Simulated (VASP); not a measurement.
# BeTe (F-43m) in VASP: further runs, part 2 of 2

VASP 6.6.1. Earlier steps stand in the parts before.

### Step 3. Single point, PBEsol

File INCAR:

```
PREC     = Accurate       # precision mode
ENCUT    = 600            # plane-wave cutoff, eV
EDIFF    = 1E-6           # SCF threshold, eV
ISMEAR   = 0              # smearing method
SIGMA    = 0.01           # smearing width, eV
LREAL    = F              # projectors in reciprocal space
LASPH    = T              # aspherical terms in the spheres
NELM     = 120            # most SCF steps
ALGO     = Normal         # electronic algorithm
ISIF     = 2              # what is computed and relaxed
LWAVE    = F              # write WAVECAR
LCHARG   = F              # write CHGCAR
GGA      = PS             # functional
NBANDS   = 11             # bands
GGA_COMPAT= F
```

File KPOINTS:

```
regular mesh
0
Gamma
  6 6 6
```

File POSCAR:

```
BeTe
1.0
    0.0000000000      2.8286228760      2.8286228760
    2.8286228760      0.0000000000      2.8286228760
    2.8286228760      2.8286228760      0.0000000000
Be Te
1 1
Direct
    0.0000000000      0.0000000000      0.0000000000
    0.2500000000      0.2500000000      0.2500000000
```

Potentials or basis: VASP PAW PBE potentials, release 64 (Be, Te).

Run with:

```sh
$ cat potpaw_PBE.64/Be/POTCAR potpaw_PBE.64/Te/POTCAR > POTCAR
$ mpirun -np 1 vasp_std > vasp.out
```

OUTCAR:

```text
PREC = Accurate
   ENCUT = 600
   EDIFF = 1E-6
   ISMEAR = 0
   LREAL = F
   LASPH = T
   NELM = 120
   ISIF = 2
   GGA = PS

 ion  position               nearest neighbor table
   1  0.000  0.000  0.000-   2 2.45   2 2.45   2 2.45   2 2.45
   2  0.250  0.250  0.250-   1 2.45   1 2.45   1 2.45   1 2.45

  LATTYP: Found a face centered cubic cell.
 ALAT       =     5.6572457520

  Lattice vectors:

 A1 = (   0.0000000000,   2.8286228760,   2.8286228760)
 A2 = (   2.8286228760,   0.0000000000,   2.8286228760)
 A3 = (   2.8286228760,   2.8286228760,   0.0000000000)

Analysis of symmetry for initial positions (statically):
=====================================================================
 Subroutine PRICEL returns:
 Original cell was already a primitive cell.

 Routine SETGRP: Setting up the symmetry group for a
 face centered cubic supercell.

 Subroutine GETGRP returns: Found 24 space group operations
 (whereof 24 operations were pure point group operations)
 out of a pool of 48 trial point group operations.

The static configuration has the point symmetry T_d .

Analysis of symmetry for dynamics (positions and initial velocities):
=====================================================================
 Subroutine PRICEL returns:
 Original cell was already a primitive cell.

 Routine SETGRP: Setting up the symmetry group for a
 face centered cubic supercell.

 Subroutine GETGRP returns: Found 24 space group operations
 (whereof 24 operations were pure point group operations)
 out of a pool of 48 trial point group operations.

The dynamic configuration has the point symmetry T_d .

 Subroutine INISYM returns: Found 24 space group operations
 (whereof 24 operations are pure point group operations),
 and found     1 'primitive' translations

----------------------------------------------------------------------------------------

                                     Primitive cell

  volume of cell :      45.2642

  direct lattice vectors                    reciprocal lattice vectors
     0.000000000  2.828622876  2.828622876    -0.176764462  0.176764462  0.176764462
     2.828622876  0.000000000  2.828622876     0.176764462 -0.176764462  0.176764462
     2.828622876  2.828622876  0.000000000     0.176764462  0.176764462 -0.176764462

  length of vectors
     4.000276834  4.000276834  4.000276834     0.306165029  0.306165029  0.306165029

  position of ions in fractional coordinates (direct lattice)
     0.000000000  0.000000000  0.000000000
     0.250000000  0.250000000  0.250000000

  ion indices of the primitive-cell ions
   primitive index   ion index
                 1           1
                 2           2

----------------------------------------------------------------------------------------

 KPOINTS: regular mesh

Automatic generation of k-mesh.
 Grid dimensions read from file:
 generate k-points for:    6    6    6

 Generating k-lattice:

  Cartesian coordinates                     Fractional coordinates (reciprocal lattice)
    -0.029460744  0.029460744  0.029460744     0.166666667  0.000000000  0.000000000
     0.029460744 -0.029460744  0.029460744     0.000000000  0.166666667  0.000000000
     0.029460744  0.029460744 -0.029460744     0.000000000  0.000000000  0.166666667

  Length of vectors
     0.051027505  0.051027505  0.051027505

  Shift w.r.t. Gamma in fractional coordinates (k-lattice)
     0.000000000  0.000000000  0.000000000

 Subroutine IBZKPT returns following result:
 ===========================================

 Found     16 irreducible k-points:

 Following reciprocal coordinates:
            Coordinates               Weight
  0.000000  0.000000  0.000000      1.000000
  0.166667  0.000000  0.000000      8.000000
  0.333333  0.000000  0.000000      8.000000
  0.500000  0.000000  0.000000      4.000000
  0.166667  0.166667  0.000000      6.000000
  0.333333  0.166667  0.000000     24.000000
[... 8 lines left out ...]
 -0.333333  0.333333  0.166667     24.000000
 -0.333333  0.500000  0.166667     12.000000
   k-points           NKPTS =     16   k-points in BZ     NKDIM =     16   number of bands    NBANDS=     11
   number of dos      NEDOS =    301   number of ions     NIONS =      2
   total plane-waves  NPLWV =  32768
   dimension x,y,z NGX =    32 NGY =   32 NGZ =   32
   dimension x,y,z NGXF=    64 NGYF=   64 NGZF=   64
   ions per type =               1   1
   NGX,Y,Z   is equivalent  to a cutoff of  13.30, 13.30, 13.30 a.u.
   NGXF,Y,Z  is equivalent  to a cutoff of  26.60, 26.60, 26.60 a.u.
 SYSTEM =  unknown system
   PREC   = accura    normal or accurate (medium, high low for compatibility)
   ISTART =      0    job   : 0-new  1-cont  2-samecut
   ICHARG =      2    charge: 1-file 2-atom 10-const
   ISPIN  =      1    spin polarized calculation?
   LNONCOLLINEAR =      F non collinear calculations
   LSORBIT =      F    spin-orbit coupling
   LASPH  =      T    aspherical Exc in radial PAW
   ENCUT  =  600.0 eV  44.10 Ry    6.64 a.u.   7.99  7.99  7.99*2*pi/ulx,y,z
   NELM   =    120;   NELMIN=  2; NELMDL= -5     # of ELM steps
   EDIFF  = 0.1E-05   stopping-criterion for ELM
   LREAL  =      F    real-space projection
   EDIFFG = 0.1E-04   stopping-criterion for IOM
   NSW    =      0    number of steps for IOM
   IBRION =     -1    ionic relax: 0-MD 1-quasi-New 2-CG
   NFREE  =      0    steps in history (QN), initial steepest desc. (CG)
   ISIF   =      2    stress and relaxation
   ISYM   =      2    0-nonsym 1-usesym 2-fastsym
   POTIM  = 0.5000    time-step for ionic-motion
   TEBEG  =    0.0;   TEEND  =   0.0 temperature during run
   PSTRESS=    0.0 pullay stress
   NELECT =       8.0000    total number of electrons
   NUPDOWN=      -1.0000    fix difference up-down
   EMIN   =  10.00;   EMAX   =-10.00  energy-range for DOS
   EFERMI =   0.00;   METHOD = LEGACY
   ISMEAR =     0;   SIGMA  =   0.01  broadening in eV -4-tet -1-fermi 0-gaus
   EFERMI_NEDOS =   21; number of points for ismear=-14 and -15
   IALGO  =     38    algorithm
   IMIX   =      4    mixing-type and parameters
     AMIX     =   0.40;   BMIX     =  1.00
     AMIX_MAG =   1.60;   BMIX_MAG =  1.00
  volume/ion in A,a.u.               =      22.63       152.73
  Fermi-wavevector in a.u.,A,eV,Ry     =   0.918727  1.736142 11.484122  0.844059
  Thomas-Fermi vector in A             =   2.043841
   LORBIT       =      0    0 simple, 1 ext, 2 COOP (PROOUT), +10 PAW based schemes
   GGA     = PS    functional components
   LHFCALC =     F    Hartree Fock is set to
   AEXX    =    0.0000 exact exchange contribution
   IVDW    =     0    specifies the selected vdW correction
   LEPSILON=     F    determine dielectric tensor
   LRPA    =     F    only Hartree local field effects (RPA)
 non-spin polarized calculation
 Gauss-broadening in eV      SIGMA  =   0.01
  energy-cutoff  :      600.00
  volume of cell :       45.26
 maximum number of plane-waves:      1527
   NGX = 15   NGY = 15   NGZ = 15

 number of electron       8.0000000 magnetization

 Free energy of the ion-electron system (eV)
  ---------------------------------------------------
  ext. energy  EPLUGINS =         0.00000000
  ---------------------------------------------------
  free energy    TOTEN  =        -8.20536978 eV

  energy without entropy =       -8.20536978  energy(sigma->0) =       -8.20536978

 E-fermi :   4.9443     XC(G=0):  -9.1476

 val. band max:        4.8566356830   @ k =   0.0000   0.0000   0.0000
 cond. band min:       6.7410796555   @ k =   0.5000   0.5000   0.0000
 fundamental gap:      1.8844439725
 Fermi energy:         4.9443320915

 k-point     1 :       0.0000    0.0000    0.0000
  band No.  band energies     occupation
      1      -7.3878      2.00000
      2       4.8566      2.00000
      3       4.8566      2.00000
      4       4.8566      2.00000
      5       8.4656      0.00000
      6       8.4656      0.00000
      7       8.4656      0.00000
      8       8.4915      0.00000
      9      13.0230      0.00000
     10      15.0676      0.00000
     11      15.0676      0.00000
[... 197 lines left out ...]
 k-point    16 :      -0.3333    0.5000    0.1667
  band No.  band energies     occupation
      1      -5.5690      2.00000
      2       0.1324      2.00000
      3       1.5069      2.00000
      4       1.8021      2.00000
      5       8.4798      0.00000
      6       9.0845      0.00000
      7      12.0946      0.00000
      8      12.4059      0.00000
      9      15.7031      0.00000
     10      16.4625      0.00000
     11      17.6156      0.00000

------------------------ aborting loop because EDIFF is reached ----------------------------------------

  FORCE on cell =-STRESS in cart. coord.  units (eV):
  Direction    XX          YY          ZZ          XY          YZ          ZX
  --------------------------------------------------------------------------------------
  -------------------------------------------------------------------------------------
  Total       -0.3734410     -0.3734410     -0.3734410      0.0000000      0.0000000      0.0000000
  in kB      -13.2183546    -13.2183546    -13.2183546      0.0000000      0.0000000      0.0000000
  external PRESSURE =     -13.2183546 kB  Pullay stress =       0.0000000 kB

 VOLUME and BASIS-vectors are now :
 -----------------------------------------------------------------------------
  energy-cutoff  :      600.00
  volume of cell :       45.26
      direct lattice vectors                 reciprocal lattice vectors
     0.000000000  2.828622876  2.828622876    -0.176764462  0.176764462  0.176764462
     2.828622876  0.000000000  2.828622876     0.176764462 -0.176764462  0.176764462
     2.828622876  2.828622876  0.000000000     0.176764462  0.176764462 -0.176764462

 POSITION                                       TOTAL-FORCE (eV/Angst)
 -----------------------------------------------------------------------------------
      0.00000      0.00000      0.00000        -0.000000      0.000000      0.000000
      1.41431      1.41431      1.41431         0.000000     -0.000000     -0.000000
 -----------------------------------------------------------------------------------
    total drift:                                0.000000      0.000000      0.000000

  FREE ENERGIE OF THE ION-ELECTRON SYSTEM (eV)
  ---------------------------------------------------
  free  energy   TOTEN  =        -8.2053697774 eV

  energy  without entropy=       -8.2053697774  energy(sigma->0) =       -8.20536978
```

It took 15 s on 1 thread of AMD EPYC 7R43 (Zen 3), shared host; peak memory 0.14 GiB.

Results:

```yaml
Free_energy: -8.2054 eV
Pressure: -1.3 GPa
Band_gap_on_the_k_mesh: 1.88 eV, indirect (least direct gap 3.61 eV)
```

Caveat: the PAW data sets were made with another functional, which shifts forces and pressure a little; spin-orbit coupling is left out, which moves the levels of the heavy elements. A k mesh can miss the band edges.
